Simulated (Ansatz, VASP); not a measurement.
# TiAl: VASP beside Ansatz

INCAR

```
PREC = Accurate
ENCUT = 600
EDIFF = 1E-7
ISMEAR = -1
SIGMA = 0.05
LREAL = F
LASPH = T
NELM = 60
ALGO = Normal
ISIF = 3
LWAVE = F
LCHARG = F
GGA = PE
IBRION = 2
NSW = 60
EDIFFG = -0.01
```

KPOINTS

```
Automatic mesh
0
Gamma
  8 8 8
```

The input POSCAR:

```
TiAl
1.0
    3.1790640000      0.0000000000      0.0000000000
    0.0000000000      3.1790640000      0.0000000000
    0.0000000000      0.0000000000      3.1790640000
Ti Al
1 1
Direct
    0.0000000000      0.0000000000      0.0000000000
    0.5000000000      0.5000000000      0.5000000000
```

The input input.yaml:

```yaml
crystal:
  lattice:
    - [3.179064, 0.0, 0.0]
    - [0.0, 3.179064, 0.0]
    - [0.0, 0.0, 3.179064]
  atoms:
    - { symbol: Ti, position: [0.0, 0.0, 0.0] }
    - { symbol: Al, position: [0.5, 0.5, 0.5] }
hamiltonian:
  xc: pbe
  pseudopotentials: { kind: paw }
kpoints:
  mp_grid: { grid: [8, 8, 8] }
scf:
  occupations: { method: fermi_dirac, width: 0.05 }
output:
  forces: true
  stress: true
  eigenvalues: true
relax:
  f_tol: 0.01
  max_steps: 40
  cell: { stress_tol: 0.05 }
```

Alike in both runs: task relaxation of cell and atoms; functional PBE; k mesh 8 × 8 × 8; occupations fermi-dirac, width 0.05 eV; no spin polarisation.

|  | VASP | Ansatz |
| --- | --- | --- |
| version | VASP 6.6.1 | Ansatz 0.2.0 |
| potentials or method | VASP PAW PBE potentials, release 64 (Ti_sv, Al) | Ansatz PAW |
| plane-wave cutoff (eV) | 600 | 420 |
| valence electrons in the cell | 15 | 15 |

|  | VASP | Ansatz | Ansatz less VASP |
| --- | --- | --- | --- |
| gap on the k mesh at the Fermi level, each at its own relaxed structure (eV) | none | none | - |
| relaxed volume (Å³/atom) | 16.18 | 16.19 | +0.007 |
| relaxed cell length with the largest relative difference (Å) | 3.187 | 3.187 | +0.0005 |

A gap of «none» marks a metal or a gap that the smearing closes.

Noted on Ansatz's run: the plane-wave basis is chosen anew once the cell has moved, so the energies of steps on either side of that aren't comparable.
